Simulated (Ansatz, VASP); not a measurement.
# GaN in VASP and in Ansatz

```
Ga N
1.0
     3.18900    0.00000    0.00000
    -1.59450    2.76176    0.00000
     0.00000    0.00000    5.15389
Ga N
2 2
Direct
  0.33333 0.66667 0.99949
  0.66667 0.33333 0.49949
  0.33333 0.66667 0.37751
  0.66667 0.33333 0.87751
```

Alike in both runs: functional r2SCAN; k mesh 8 × 8 × 5; occupations gaussian, width 0.05 eV; no spin polarisation.

Ansatz relaxed the structure, and its values are those at the end. VASP's run is a single point on that final structure, the one shown.

|  | VASP | Ansatz |
| --- | --- | --- |
| version | VASP 6.6.1 | Ansatz 0.2.0 |
| potentials or method | VASP PAW PBE potentials, release 64 (Ga_d, N) | scalar-relativistic, plane waves, PAW |
| plane-wave cutoff (eV) | 520 | 500 |
| valence electrons in the cell | 36 | 36 |

```tsv
	VASP	Ansatz	Ansatz less VASP
pressure (GPa)	1.5	0.4	-1.06
```

VASP's potentials were made for PBE, not for r2SCAN. The functional is the same, so the differences come from potentials, cutoffs and numerics. Ansatz's warnings: stress scf threshold loose.
